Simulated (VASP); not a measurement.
# ZnO (P6_3/mmc) in VASP: a series of runs

The runs below take ZnO through single point, with PBEsol, r2SCAN.

All numbers are computed with VASP 6.6.1; they aren't measurements. Logs are shortened: lines on timing, memory, paths and dates and some standing lists are left out, and cuts for length are marked.

## 1. The cell of the first run

The structure is hexagonal, space group P6_3/mmc (No. 194). The conventional cell has a = 3.352 Å, b = 3.352 Å, c = 7.270 Å, α = 90.00°, β = 90.00°, γ = 120.00°. Zn (site symmetry -6m2) has 3 O at 1.94 Å within 2.6 Å. O (site symmetry -6m2) has 3 Zn at 1.94 Å within 2.6 Å.

## 2. Single point, PBEsol

File INCAR:

```
ALGO = Normal ; EDIFF = 1E-7
ENCUT = 520 ; GGA = PS
ISIF = 2 ; ISMEAR = -1
LASPH = True ; LCHARG = False
LREAL = False ; LWAVE = False
NBANDS = 26 ; NELM = 80
PREC = Accurate ; SIGMA = 0.05
```

File KPOINTS:

```
k-points
0
Gamma
  9 9 4
```

File POSCAR:

```
ZnO
1.0
    3.3524534747      0.0000000000      0.0000000000
   -1.6762267373      2.9033098741      0.0000000000
    0.0000000000      0.0000000000      7.2702894300
Zn O
2 2
Direct
    0.0000000000      0.0000000000      0.2500000000
    0.0000000000      0.0000000000      0.7500000000
    0.6666666667      0.3333333333      0.7500000000
    0.3333333333      0.6666666667      0.2500000000
```

Potentials or basis: VASP PAW PBE potentials, release 64 (Zn, O).

The run is started by

```console
$ cat potpaw_PBE.64/Zn/POTCAR potpaw_PBE.64/O/POTCAR > POTCAR
$ mpirun -np 1 vasp_std > vasp.out
```

OUTCAR:

```text
EDIFF = 1E-7
   ENCUT = 520
   GGA = PS
   ISIF = 2
   ISMEAR = -1
   LASPH = True
   LREAL = False
   NELM = 80
   PREC = Accurate

 ion  position               nearest neighbor table
   1  0.000  0.000  0.250-   4 1.94   4 1.94   4 1.94
   2  0.000  0.000  0.750-   3 1.94   3 1.94   3 1.94
   3  0.667  0.333  0.750-   2 1.94   2 1.94   2 1.94
   4  0.333  0.667  0.250-   1 1.94   1 1.94   1 1.94

  LATTYP: Found a hexagonal cell.
 ALAT       =     3.3524534747
 C/A-ratio  =     2.1686473757

  Lattice vectors:

 A1 = (   3.3524534747,   0.0000000000,   0.0000000000)
 A2 = (  -1.6762267373,   2.9033098741,   0.0000000000)
 A3 = (   0.0000000000,   0.0000000000,   7.2702894300)

Analysis of symmetry for initial positions (statically):
=====================================================================
 Subroutine PRICEL returns:
 Original cell was already a primitive cell.

 Routine SETGRP: Setting up the symmetry group for a
 hexagonal supercell.

 Subroutine GETGRP returns: Found 24 space group operations
 (whereof 12 operations were pure point group operations)
 out of a pool of 24 trial point group operations.

The static configuration has the point symmetry D_3d.
 The point group associated with its full space group is D_6h.

Analysis of symmetry for dynamics (positions and initial velocities):
=====================================================================
 Subroutine PRICEL returns:
 Original cell was already a primitive cell.

 Routine SETGRP: Setting up the symmetry group for a
 hexagonal supercell.

 Subroutine GETGRP returns: Found 24 space group operations
 (whereof 12 operations were pure point group operations)
 out of a pool of 24 trial point group operations.

The dynamic configuration has the point symmetry D_3d.
 The point group associated with its full space group is D_6h.

 Subroutine INISYM returns: Found 24 space group operations
 (whereof 12 operations are pure point group operations),
 and found     1 'primitive' translations

----------------------------------------------------------------------------------------

                                     Primitive cell

  volume of cell :      70.7633

  direct lattice vectors                    reciprocal lattice vectors
     3.352453475  0.000000000  0.000000000     0.298289002  0.172217235  0.000000000
    -1.676226737  2.903309874  0.000000000     0.000000000  0.344434471  0.000000000
[... 82 lines left out ...]
   ICHARG =      2    charge: 1-file 2-atom 10-const
   ISPIN  =      1    spin polarized calculation?
   LNONCOLLINEAR =      F non collinear calculations
   LSORBIT =      F    spin-orbit coupling
   LASPH  =      T    aspherical Exc in radial PAW
   ENCUT  =  520.0 eV  38.22 Ry    6.18 a.u.   6.23  6.23 13.52*2*pi/ulx,y,z
   NELM   =     80;   NELMIN=  2; NELMDL= -5     # of ELM steps
   EDIFF  = 0.1E-06   stopping-criterion for ELM
   LREAL  =      F    real-space projection
   EDIFFG = 0.1E-05   stopping-criterion for IOM
   NSW    =      0    number of steps for IOM
   IBRION =     -1    ionic relax: 0-MD 1-quasi-New 2-CG
   NFREE  =      0    steps in history (QN), initial steepest desc. (CG)
   ISIF   =      2    stress and relaxation
   ISYM   =      2    0-nonsym 1-usesym 2-fastsym
   POTIM  = 0.5000    time-step for ionic-motion
   TEBEG  =    0.0;   TEEND  =   0.0 temperature during run
   PSTRESS=    0.0 pullay stress
   NELECT =      36.0000    total number of electrons
   NUPDOWN=      -1.0000    fix difference up-down
   EMIN   =  10.00;   EMAX   =-10.00  energy-range for DOS
   EFERMI =   0.00;   METHOD = LEGACY
   ISMEAR =    -1;   SIGMA  =   0.05  broadening in eV -4-tet -1-fermi 0-gaus
   EFERMI_NEDOS =   21; number of points for ismear=-14 and -15
   IALGO  =     38    algorithm
   IMIX   =      4    mixing-type and parameters
     AMIX     =   0.40;   BMIX     =  1.00
     AMIX_MAG =   1.60;   BMIX_MAG =  1.00
  volume/ion in A,a.u.               =      17.69       119.38
  Fermi-wavevector in a.u.,A,eV,Ry     =   1.306892  2.469668 23.238299  1.707967
  Thomas-Fermi vector in A             =   2.437663
   LORBIT       =      0    0 simple, 1 ext, 2 COOP (PROOUT), +10 PAW based schemes
   GGA     = PS    functional components
   LHFCALC =     F    Hartree Fock is set to
   AEXX    =    0.0000 exact exchange contribution
   IVDW    =     0    specifies the selected vdW correction
   LEPSILON=     F    determine dielectric tensor
   LRPA    =     F    only Hartree local field effects (RPA)
 non-spin polarized calculation
  energy-cutoff  :      520.00
  volume of cell :       70.76
 maximum number of plane-waves:      1924
 NGX is ok and might be reduce to    28
   NGX = 13   NGY = 13   NGZ = 27

 number of electron      36.0000035 magnetization

 Free energy of the ion-electron system (eV)
  ---------------------------------------------------
  ext. energy  EPLUGINS =         0.00000000
  ---------------------------------------------------
  free energy    TOTEN  =       -18.12045535 eV

  energy without entropy =      -18.12044345  energy(sigma->0) =      -18.12044940

 E-fermi :  -0.8903     XC(G=0):  -8.9009

 val. band max:       -1.3344270541   @ k =   0.0000   0.0000   0.0000
 cond. band min:      -0.5849328256   @ k =   0.0000   0.0000   0.0000
 fundamental gap:      0.7494942285
 Fermi energy:        -0.8903221467

 k-point     1 :       0.0000    0.0000    0.0000
  band No.  band energies     occupation
      1     -18.3086      2.00000
      2     -18.2391      2.00000
      3      -7.1555      2.00000
      4      -7.1555      2.00000
      5      -7.1428      2.00000
      6      -7.1428      2.00000
[... 685 lines left out ...]
     25       8.3078      0.00000
     26       8.6316      0.00000

 [... further k-points ...]
[... 5 lines left out ...]
  --------------------------------------------------------------------------------------
  -------------------------------------------------------------------------------------
  Total       -5.1571408     -5.1571408     -0.3846835     -0.0000000      0.0000000      0.0000000
  in kB     -116.7647415   -116.7647415     -8.7097618     -0.0000000      0.0000000      0.0000000
  external PRESSURE =     -80.7464149 kB  Pullay stress =       0.0000000 kB

 VOLUME and BASIS-vectors are now :
 -----------------------------------------------------------------------------
  energy-cutoff  :      520.00
  volume of cell :       70.76
      direct lattice vectors                 reciprocal lattice vectors
     3.352453475  0.000000000  0.000000000     0.298289002  0.172217235  0.000000000
    -1.676226737  2.903309874  0.000000000     0.000000000  0.344434471  0.000000000
     0.000000000  0.000000000  7.270289430     0.000000000  0.000000000  0.137546106

 POSITION                                       TOTAL-FORCE (eV/Angst)
 -----------------------------------------------------------------------------------
      0.00000      0.00000      1.81757         0.000000      0.000000     -0.000000
      0.00000      0.00000      5.45272        -0.000000      0.000000      0.000000
      1.67623      0.96777      5.45272        -0.000000      0.000000     -0.000000
     -0.00000      1.93554      1.81757         0.000000     -0.000000      0.000000
 -----------------------------------------------------------------------------------
    total drift:                                0.000000     -0.000000      0.000000

  FREE ENERGIE OF THE ION-ELECTRON SYSTEM (eV)
  ---------------------------------------------------
  free  energy   TOTEN  =       -18.1204553475 eV

  energy  without entropy=      -18.1204434487  energy(sigma->0) =      -18.12044940
```

OSZICAR:

```text
N       E                     dE             d eps       ncg     rms          rms(c)
DAV:   1     0.292918550589E+03    0.29292E+03   -0.17872E+04  1872   0.175E+03
DAV:   2     0.141914227469E+02   -0.27873E+03   -0.25999E+03  2076   0.382E+02
DAV:   3    -0.209719914444E+02   -0.35163E+02   -0.34747E+02  2106   0.139E+02
DAV:   4    -0.217535462022E+02   -0.78155E+00   -0.77969E+00  2096   0.219E+01
DAV:   5    -0.217583215656E+02   -0.47754E-02   -0.47749E-02  2110   0.168E+00    0.140E+01
DAV:   6    -0.180472388369E+02    0.37111E+01   -0.96417E+00  3190   0.737E+01    0.832E+00
DAV:   7    -0.181917670736E+02   -0.14453E+00   -0.30961E+00  1980   0.169E+01    0.512E+00
DAV:   8    -0.181916071437E+02    0.15993E-03   -0.92396E-01  2238   0.714E+00    0.198E+00
DAV:   9    -0.181176800571E+02    0.73927E-01   -0.17492E-01  2618   0.591E+00    0.459E-01
DAV:  10    -0.181199933705E+02   -0.23133E-02   -0.48523E-02  1920   0.154E+00    0.124E-01
DAV:  11    -0.181204244874E+02   -0.43112E-03   -0.83085E-04  2008   0.514E-01    0.695E-02
DAV:  12    -0.181204466104E+02   -0.22123E-04   -0.34305E-04  2482   0.407E-01    0.170E-02
DAV:  13    -0.181204636284E+02   -0.17018E-04   -0.60897E-05  2586   0.102E-01    0.261E-02
DAV:  14    -0.181204554581E+02    0.81702E-05   -0.28056E-05  2450   0.469E-02    0.468E-03
DAV:  15    -0.181204555019E+02   -0.43767E-07   -0.48603E-06  1974   0.175E-02    0.152E-03
DAV:  16    -0.181204553853E+02    0.11659E-06   -0.91908E-08  1556   0.414E-03    0.133E-03
DAV:  17    -0.181204553475E+02    0.37850E-07   -0.42622E-08  1024   0.309E-03
   1 F= -.18120455E+02 E0= -.18120449E+02  d E =-.118987E-04
```

stdout:

```text
POSCAR found type information on POSCAR ZnO
 POSCAR found :  2 types and       4 ions
 scaLAPACK will be used
 -----------------------------------------------------------------------------
|                                                                             |
|                                                                             |
|     You enforced a specific xc type in the INCAR file but a different       |
|     I HOPE YOU KNOW WHAT YOU ARE DOING!                                     |
|                                                                             |
 -----------------------------------------------------------------------------

 LDA part: xc-table for (Slater+PW92), standard interpolation
 POSCAR, INCAR and KPOINTS ok, starting setup
 FFT: planning ... GRIDC
 FFT: planning ... GRID_SOFT
 FFT: planning ... GRID
 WAVECAR not read
 entering main loop
```

It took 60 s on 1 thread of AMD EPYC 7R13 (Zen 3), shared host; peak memory 0.19 GiB.

Results:

```
Free energy            : -18.1205 eV
Pressure               : -8.1 GPa
Band gap on the k mesh : 0.75 eV
```

Stress tensor (GPa, compression positive):
```
-11.68   0.00   0.00
  0.00 -11.68   0.00
  0.00   0.00  -0.87
```

Caveat: the cell stands under tension; the PAW data sets were made with another functional, which shifts forces and pressure a little; an odd mesh through Γ misses points on the zone boundary, where band edges can lie.

## 3. Single point, r2SCAN

This run uses another cell than the first one, of 16.69 Å³/atom.

File POSCAR:

```
ZnO
1.0
    3.2879671587      0.0000000000      0.0000000000
   -1.6439835793      2.8474630862      0.0000000000
    0.0000000000      0.0000000000      7.1304413500
Zn O
2 2
Direct
    0.0000000000      0.0000000000      0.2500000000
    0.0000000000      0.0000000000      0.7500000000
    0.6666666667      0.3333333333      0.7500000000
    0.3333333333      0.6666666667      0.2500000000
```

File INCAR.step1:

```
PREC = Accurate ; ENCUT = 520
ISMEAR = -1 ; SIGMA = 0.05
LREAL = False ; LASPH = True
NELM = 100 ; NBANDS = 26
GGA = PE ; ALGO = Normal
EDIFF = 1E-4 ; LWAVE = True
LCHARG = False
```

File INCAR.step2:

```
PREC = Accurate ; ENCUT = 520
EDIFF = 1E-6 ; ISMEAR = -1
SIGMA = 0.05 ; LREAL = False
LASPH = True ; NELM = 100
ALGO = Normal ; ISIF = 2
LWAVE = False ; LCHARG = False
METAGGA = R2SCAN ; LMIXTAU = True
NBANDS = 26 ; ISTART = 1
```

File KPOINTS:

```
regular mesh
0
Gamma
  9 9 4
```

Potentials or basis: VASP PAW PBE potentials, release 64 (Zn, O).

The run is started by

```console
$ cat potpaw_PBE.64/Zn/POTCAR potpaw_PBE.64/O/POTCAR > POTCAR
$ cp INCAR.step1 INCAR
$ mpirun -np 1 vasp_std > vasp.out
$ cp INCAR.step2 INCAR
$ mpirun -np 1 vasp_std > vasp.out
```

It took 2.1 min on 1 thread of AMD EPYC 7R13 (Zen 3), shared host; peak memory 0.18 GiB.

It converged, with:

```
Free energy            : -35.0979 eV
Pressure               : -3.4 GPa
Band gap on the k mesh : 1.14 eV
```

Stress tensor (GPa, compression positive):
```
-4.51  0.00  0.00
 0.00 -4.51  0.00
 0.00  0.00 -1.04
```

Levels at points of the mesh, in eV from the valence-band top:
| k point | band 16 | band 17 | band 18 | band 19 | band 20 | band 21 |
| --- | --- | --- | --- | --- | --- | --- |
| (0.00, 0.00, 0.00) | -0.01 | 0.00 | 0.00 | 1.14 | 3.88 | 5.49 |
| (0.00, 0.00, 0.50) | 0.00 | 0.00 | 0.00 | 2.30 | 2.30 | 7.74 |

Caveat: the cell stands under tension; the PAW data sets were made with another functional, which shifts forces and pressure a little; an odd mesh through Γ misses points on the zone boundary, where band edges can lie.
